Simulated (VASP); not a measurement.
Runs of VASP 6.6.1 on B. The structure is that of space group P6/mmm (No. 191), or close to it. The cells are those of the table. 

```tsv
cell	gap on the mesh (eV)	pressure (GPa)
a = 1.649, b = 1.649, c = 3.874 Å, angles 90.0, 90.0, 120.0°, 1 atom	none	20.6
a = 1.750, b = 1.750, c = 3.439 Å, angles 90.0, 90.0, 120.0°, 1 atom	none	-12.8
a = 1.726, b = 1.726, c = 3.538 Å, angles 90.0, 90.0, 120.0°, 1 atom	none	-5.9
a = 1.675, b = 1.675, c = 3.756 Å, angles 90.0, 90.0, 120.0°, 1 atom	none	(b)
a = 1.602, b = 1.602, c = 4.105 Å, angles 90.0, 90.0, 120.0°, 1 atom	none	40.6
a = 1.797, b = 1.797, c = 3.262 Å, angles 90.0, 90.0, 120.0°, 1 atom	none	(a)
a = 1.834, b = 1.834, c = 3.133 Å, angles 90.0, 90.0, 120.0°, 1 atom	none	-27.7
```

Alike in all rows: task single point; level r2SCAN; potentials or basis VASP PAW PBE potentials, release 64 (B); no spin polarisation; k mesh 36 × 36 × 14; cutoff (eV) 520; smearing gaussian 0.15 eV.

Task: Estimate the missing entries.

Result: (a) -22.8; (b) 10.9.

Caveats: the PAW data sets were made with another functional, which shifts forces and pressure a little.

A gap of «none» marks levels without a gap at the run's occupations.
